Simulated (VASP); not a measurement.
# LiF (Fm-3m) in VASP: single point with PBE

Aim: the single point of LiF with PBE.

Everything below comes from runs of VASP 6.6.1. Logs are shortened: lines on timing, memory, paths and dates and some standing lists are left out, and cuts for length are marked.

## (1) The cell of the first run

The structure is cubic, space group Fm-3m (No. 225). Conventional cell: a = 4.028 Å, b = 4.028 Å, c = 4.028 Å, α = 90.00°, β = 90.00°, γ = 90.00°. Li (site symmetry m-3m) has 6 F at 2.01 Å within 2.7 Å. Within 2.7 Å of F (site symmetry m-3m) lie 6 Li at 2.01 Å.

## (2) Single point, PBE

Input file INCAR:

```
SYSTEM = LiF
  PREC = Accurate
  ENCUT = 750
  EDIFF = 1E-6
  ISMEAR = 0
  SIGMA = 0.01
  LREAL = .FALSE.
  LASPH = .TRUE.
  NELM = 120
  ALGO = Normal
  ISIF = 2
  LWAVE = .FALSE.
  LCHARG = .TRUE.
  GGA = PE
  LELF = .TRUE.
  LVHAR = .TRUE.
  NBANDS = 12
  GGA_COMPAT = .FALSE.
```

Input file KPOINTS:

```
regular mesh
0
G
  7 7 7
  0 0 0
```

Input file POSCAR:

```
LiF
1.0
    0.0000000000      2.0140000000      2.0140000000
    2.0140000000      0.0000000000      2.0140000000
    2.0140000000      2.0140000000      0.0000000000
Li F
1 1
Direct
    0.0000000000      0.0000000000      0.0000000000
    0.5000000000      0.5000000000      0.5000000000
```

Potentials or basis: VASP PAW PBE potentials, release 64 (Li_sv, F).

The run is started by

```
cat potpaw_PBE.64/Li_sv/POTCAR potpaw_PBE.64/F/POTCAR > POTCAR
mpirun -np 1 vasp_std > vasp.out
```

OUTCAR:

```text
SYSTEM = LiF
   PREC = Accurate
   ENCUT = 750
   EDIFF = 1E-6
   ISMEAR = 0
   LREAL = .FALSE.
   LASPH = .TRUE.
   NELM = 120
   ISIF = 2
   GGA = PE

 ion  position               nearest neighbor table
   1  0.000  0.000  0.000-   2 2.01   2 2.01   2 2.01   2 2.01   2 2.01   2 2.01
   2  0.500  0.500  0.500-   1 2.01   1 2.01   1 2.01   1 2.01   1 2.01   1 2.01

  LATTYP: Found a face centered cubic cell.
 ALAT       =     4.0280000000

  Lattice vectors:

 A1 = (   0.0000000000,   2.0140000000,   2.0140000000)
 A2 = (   2.0140000000,   0.0000000000,   2.0140000000)
 A3 = (   2.0140000000,   2.0140000000,   0.0000000000)

Analysis of symmetry for initial positions (statically):
=====================================================================
 Subroutine PRICEL returns:
 Original cell was already a primitive cell.

 Routine SETGRP: Setting up the symmetry group for a
 face centered cubic supercell.

 Subroutine GETGRP returns: Found 48 space group operations
 (whereof 48 operations were pure point group operations)
 out of a pool of 48 trial point group operations.

The static configuration has the point symmetry O_h .

Analysis of symmetry for dynamics (positions and initial velocities):
=====================================================================
 Subroutine PRICEL returns:
 Original cell was already a primitive cell.

 Routine SETGRP: Setting up the symmetry group for a
 face centered cubic supercell.

 Subroutine GETGRP returns: Found 48 space group operations
 (whereof 48 operations were pure point group operations)
 out of a pool of 48 trial point group operations.

The dynamic configuration has the point symmetry O_h .

 Subroutine INISYM returns: Found 48 space group operations
 (whereof 48 operations are pure point group operations),
 and found     1 'primitive' translations

----------------------------------------------------------------------------------------

                                     Primitive cell

  volume of cell :      16.3384

  direct lattice vectors                    reciprocal lattice vectors
     0.000000000  2.014000000  2.014000000    -0.248262165  0.248262165  0.248262165
     2.014000000  0.000000000  2.014000000     0.248262165 -0.248262165  0.248262165
     2.014000000  2.014000000  0.000000000     0.248262165  0.248262165 -0.248262165

  length of vectors
     2.848226115  2.848226115  2.848226115     0.430002683  0.430002683  0.430002683

  position of ions in fractional coordinates (direct lattice)
     0.000000000  0.000000000  0.000000000
     0.500000000  0.500000000  0.500000000

  ion indices of the primitive-cell ions
   primitive index   ion index
                 1           1
                 2           2

----------------------------------------------------------------------------------------

 KPOINTS: regular mesh

Automatic generation of k-mesh.
 Grid dimensions read from file:
 generate k-points for:    7    7    7

 Generating k-lattice:

  Cartesian coordinates                     Fractional coordinates (reciprocal lattice)
    -0.035466024  0.035466024  0.035466024     0.142857143  0.000000000  0.000000000
     0.035466024 -0.035466024  0.035466024     0.000000000  0.142857143  0.000000000
     0.035466024  0.035466024 -0.035466024     0.000000000  0.000000000  0.142857143

  Length of vectors
     0.061428955  0.061428955  0.061428955

  Shift w.r.t. Gamma in fractional coordinates (k-lattice)
     0.000000000  0.000000000  0.000000000

 Subroutine IBZKPT returns following result:
 ===========================================

 Found     20 irreducible k-points:

 Following reciprocal coordinates:
            Coordinates               Weight
  0.000000  0.000000  0.000000      1.000000
  0.142857  0.000000  0.000000      8.000000
  0.285714  0.000000  0.000000      8.000000
  0.428571  0.000000  0.000000      8.000000
  0.142857  0.142857  0.000000      6.000000
  0.285714  0.142857  0.000000     24.000000
[... 12 lines left out ...]
 -0.428571  0.428571  0.142857     24.000000
 -0.285714  0.428571  0.142857     24.000000
   k-points           NKPTS =     20   k-points in BZ     NKDIM =     20   number of bands    NBANDS=     12
   number of dos      NEDOS =    301   number of ions     NIONS =      2
   total plane-waves  NPLWV =  21952
   dimension x,y,z NGX =    28 NGY =   28 NGZ =   28
   dimension x,y,z NGXF=    56 NGYF=   56 NGZF=   56
   ions per type =               1   1
   NGX,Y,Z   is equivalent  to a cutoff of  16.34, 16.34, 16.34 a.u.
   NGXF,Y,Z  is equivalent  to a cutoff of  32.69, 32.69, 32.69 a.u.
 SYSTEM =  LiF
   PREC   = accura    normal or accurate (medium, high low for compatibility)
   ISTART =      0    job   : 0-new  1-cont  2-samecut
   ICHARG =      2    charge: 1-file 2-atom 10-const
   ISPIN  =      1    spin polarized calculation?
   LNONCOLLINEAR =      F non collinear calculations
   LSORBIT =      F    spin-orbit coupling
   LASPH  =      T    aspherical Exc in radial PAW
   ENCUT  =  750.0 eV  55.12 Ry    7.42 a.u.   6.36  6.36  6.36*2*pi/ulx,y,z
   NELM   =    120;   NELMIN=  2; NELMDL= -5     # of ELM steps
   EDIFF  = 0.1E-05   stopping-criterion for ELM
   LREAL  =      F    real-space projection
   EDIFFG = 0.1E-04   stopping-criterion for IOM
   NSW    =      0    number of steps for IOM
   IBRION =     -1    ionic relax: 0-MD 1-quasi-New 2-CG
   NFREE  =      0    steps in history (QN), initial steepest desc. (CG)
   ISIF   =      2    stress and relaxation
   ISYM   =      2    0-nonsym 1-usesym 2-fastsym
   POTIM  = 0.5000    time-step for ionic-motion
   TEBEG  =    0.0;   TEEND  =   0.0 temperature during run
   PSTRESS=    0.0 pullay stress
   NELECT =      10.0000    total number of electrons
   NUPDOWN=      -1.0000    fix difference up-down
   EMIN   =  10.00;   EMAX   =-10.00  energy-range for DOS
   EFERMI =   0.00;   METHOD = LEGACY
   ISMEAR =     0;   SIGMA  =   0.01  broadening in eV -4-tet -1-fermi 0-gaus
   EFERMI_NEDOS =   21; number of points for ismear=-14 and -15
   IALGO  =     38    algorithm
   IMIX   =      4    mixing-type and parameters
     AMIX     =   0.40;   BMIX     =  1.00
     AMIX_MAG =   1.60;   BMIX_MAG =  1.00
  volume/ion in A,a.u.               =       8.17        55.13
  Fermi-wavevector in a.u.,A,eV,Ry     =   1.389970  2.626662 26.286674  1.932016
  Thomas-Fermi vector in A             =   2.513950
   LORBIT       =      0    0 simple, 1 ext, 2 COOP (PROOUT), +10 PAW based schemes
   GGA     = PE    functional components
   LHFCALC =     F    Hartree Fock is set to
   AEXX    =    0.0000 exact exchange contribution
   IVDW    =     0    specifies the selected vdW correction
   LEPSILON=     F    determine dielectric tensor
   LRPA    =     F    only Hartree local field effects (RPA)
 non-spin polarized calculation
 Gauss-broadening in eV      SIGMA  =   0.01
  energy-cutoff  :      750.00
  volume of cell :       16.34
 maximum number of plane-waves:       771
 NGX is ok and might be reduce to    28
   NGX = 13   NGY = 13   NGZ = 13

 number of electron      10.0000002 magnetization

 Free energy of the ion-electron system (eV)
  ---------------------------------------------------
  ext. energy  EPLUGINS =         0.00000000
  ---------------------------------------------------
  free energy    TOTEN  =        -9.64261198 eV

  energy without entropy =       -9.64261198  energy(sigma->0) =       -9.64261198

 E-fermi :  -0.9317     XC(G=0):  -9.9845

 val. band max:       -1.0289352158   @ k =   0.0000   0.0000   0.0000
 cond. band min:       8.0488008330   @ k =   0.0000   0.0000   0.0000
 fundamental gap:      9.0777360488
 Fermi energy:        -0.9317033489

 k-point     1 :       0.0000    0.0000    0.0000
  band No.  band energies     occupation
      1     -41.9345      2.00000
      2     -21.0008      2.00000
      3      -1.0289      2.00000
      4      -1.0289      2.00000
      5      -1.0289      2.00000
      6       8.0488      0.00000
      7      22.9434      0.00000
      8      22.9434      0.00000
      9      22.9434      0.00000
     10      23.3014      0.00000
     11      23.3014      0.00000
     12      23.3014      0.00000

 k-point     2 :       0.1429    0.0000    0.0000
  band No.  band energies     occupation
      1     -41.9236      2.00000
      2     -20.9238      2.00000
      3      -1.5832      2.00000
      4      -1.0740      2.00000
      5      -1.0740      2.00000
      6       8.6025      0.00000
      7      19.0936      0.00000
      8      21.0381      0.00000
      9      21.0381      0.00000
     10      24.7604      0.00000
     11      24.8853      0.00000
     12      24.8853      0.00000

 k-point     3 :       0.2857    0.0000    0.0000
  band No.  band energies     occupation
      1     -41.8989      2.00000
      2     -20.7424      2.00000
      3      -2.6692      2.00000
      4      -1.1717      2.00000
      5      -1.1717      2.00000
      6       9.4907      0.00000
      7      16.4514      0.00000
      8      19.1061      0.00000
      9      19.1061      0.00000
     10      26.4932      0.00000
     11      27.1256      0.00000
     12      27.1256      0.00000

 k-point     4 :       0.4286    0.0000    0.0000
  band No.  band energies     occupation
      1     -41.8791      2.00000
      2     -20.5885      2.00000
      3      -3.4413      2.00000
      4      -1.2463      2.00000
      5      -1.2463      2.00000
      6       9.7499      0.00000
      7      15.7273      0.00000
      8      18.0149      0.00000
      9      18.0149      0.00000
     10      28.7074      0.00000
     11      29.5215      0.00000
     12      29.5215      0.00000

 k-point     5 :       0.1429    0.1429    0.0000
  band No.  band energies     occupation
      1     -41.9201      2.00000
      2     -20.8944      2.00000
      3      -1.5506      2.00000
      4      -1.2229      2.00000
      5      -1.2229      2.00000
      6       8.8726      0.00000
      7      20.0515      0.00000
      8      20.5121      0.00000
      9      20.5121      0.00000
     10      20.6679      0.00000
     11      27.5514      0.00000
     12      27.5514      0.00000
[... 168 lines left out ...]
      1     -41.8826      2.00000
      2     -20.5774      2.00000
      3      -2.9016      2.00000
      4      -1.9918      2.00000
      5      -1.4147      2.00000
      6      11.0072      0.00000
      7      15.4639      0.00000
      8      18.2297      0.00000
      9      18.8512      0.00000
     10      22.9739      0.00000
     11      30.2423      0.00000
     12      31.5273      0.00000

 k-point    18 :      -0.4286    0.2857    0.1429
  band No.  band energies     occupation
      1     -41.8684      2.00000
      2     -20.4419      2.00000
      3      -3.2563      2.00000
      4      -2.4011      2.00000
      5      -1.5483      2.00000
      6      11.8297      0.00000
      7      14.6038      0.00000
      8      17.8294      0.00000
      9      18.2630      0.00000
     10      25.3969      0.00000
     11      28.2675      0.00000
     12      33.6886      0.00000

 k-point    19 :      -0.4286    0.4286    0.1429
  band No.  band energies     occupation
      1     -41.8633      2.00000
      2     -20.3528      2.00000
      3      -3.5860      2.00000
      4      -2.3952      2.00000
      5      -1.8434      2.00000
      6      13.2582      0.00000
      7      14.6594      0.00000
      8      16.8195      0.00000
      9      18.5935      0.00000
     10      22.1659      0.00000
     11      31.1856      0.00000
     12      33.8281      0.00000

 k-point    20 :      -0.2857    0.4286    0.1429
  band No.  band energies     occupation
      1     -41.8614      2.00000
      2     -20.3454      2.00000
      3      -3.2466      2.00000
      4      -2.8878      2.00000
      5      -1.7620      2.00000
      6      13.4998      0.00000
      7      13.9689      0.00000
      8      17.0432      0.00000
      9      18.2381      0.00000
     10      24.8421      0.00000
     11      28.2509      0.00000
     12      33.4301      0.00000

------------------------ aborting loop because EDIFF is reached ----------------------------------------

  FORCE on cell =-STRESS in cart. coord.  units (eV):
  Direction    XX          YY          ZZ          XY          YZ          ZX
  --------------------------------------------------------------------------------------
  -------------------------------------------------------------------------------------
  Total        0.1407897      0.1407897      0.1407897     -0.0000000     -0.0000000     -0.0000000
  in kB       13.8061613     13.8061613     13.8061613     -0.0000000     -0.0000000     -0.0000000
  external PRESSURE =      13.8061613 kB  Pullay stress =       0.0000000 kB

 VOLUME and BASIS-vectors are now :
 -----------------------------------------------------------------------------
  energy-cutoff  :      750.00
  volume of cell :       16.34
      direct lattice vectors                 reciprocal lattice vectors
     0.000000000  2.014000000  2.014000000    -0.248262165  0.248262165  0.248262165
     2.014000000  0.000000000  2.014000000     0.248262165 -0.248262165  0.248262165
     2.014000000  2.014000000  0.000000000     0.248262165  0.248262165 -0.248262165

 POSITION                                       TOTAL-FORCE (eV/Angst)
 -----------------------------------------------------------------------------------
      0.00000      0.00000      0.00000         0.000000     -0.000000      0.000000
      2.01400      2.01400      2.01400        -0.000000      0.000000     -0.000000
 -----------------------------------------------------------------------------------
    total drift:                                0.000000      0.000000      0.000000

  FREE ENERGIE OF THE ION-ELECTRON SYSTEM (eV)
  ---------------------------------------------------
  free  energy   TOTEN  =        -9.6426119848 eV

  energy  without entropy=       -9.6426119848  energy(sigma->0) =       -9.64261198
```

It took 11 s on 1 thread of AMD EPYC 7R43 (Zen 3), shared host; peak memory 0.12 GiB.

Results:

| Quantity | Value |
| --- | --- |
| Free energy | -9.6426 eV |
| Pressure | 1.4 GPa |
| Band gap on the k mesh | 9.08 eV |

A hybrid or GW would open this gap; PBE tends to underestimate it.
